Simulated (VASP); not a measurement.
Input of a VASP 6.6.1 run:

INCAR

```
PREC     = Accurate       # precision mode
ENCUT    = 500            # plane-wave cutoff, eV
EDIFF    = 1E-6           # SCF threshold, eV
ISMEAR   = -1             # smearing method
SIGMA    = 0.08           # smearing width, eV
LREAL    = False          # projectors in reciprocal space
LASPH    = True           # aspherical terms in the spheres
NELM     = 120            # most SCF steps
ALGO     = Normal         # electronic algorithm
ISIF     = 2              # what is computed and relaxed
LWAVE    = False          # write WAVECAR
LCHARG   = False          # write CHGCAR
GGA      = PE             # functional
NBANDS   = 28             # bands
GGA_COMPAT= False
```

KPOINTS

```
Automatic mesh
0
Gamma
  11 11 3
```

The input POSCAR:

```
Sr
1.0
    3.3515866565      0.0000000000      0.0000000000
   -1.6757933282      2.9025591875      0.0000000000
    0.0000000000      0.0000000000     10.9241405179
Sr
4
Direct
    0.0000000000      0.0000000000      0.0000000000
    0.0000000000      0.0000000000      0.5000000000
    0.3333333333      0.6666666667      0.2500000000
    0.6666666667      0.3333333333      0.7500000000
```

Potentials or basis: VASP PAW PBE potentials, release 64 (Sr_sv).

Run with:

```bash
$ cat potpaw_PBE.64/Sr_sv/POTCAR > POTCAR
$ mpirun -np 1 vasp_std > vasp.out
```

Question: Estimate the band gap on the k mesh.

Answer: Zero (band 20 reaches 5.19 eV, above the bottom of band 21 at 4.46 eV).

Question: What does it give for the pressure?

Answer: 24.2 GPa.
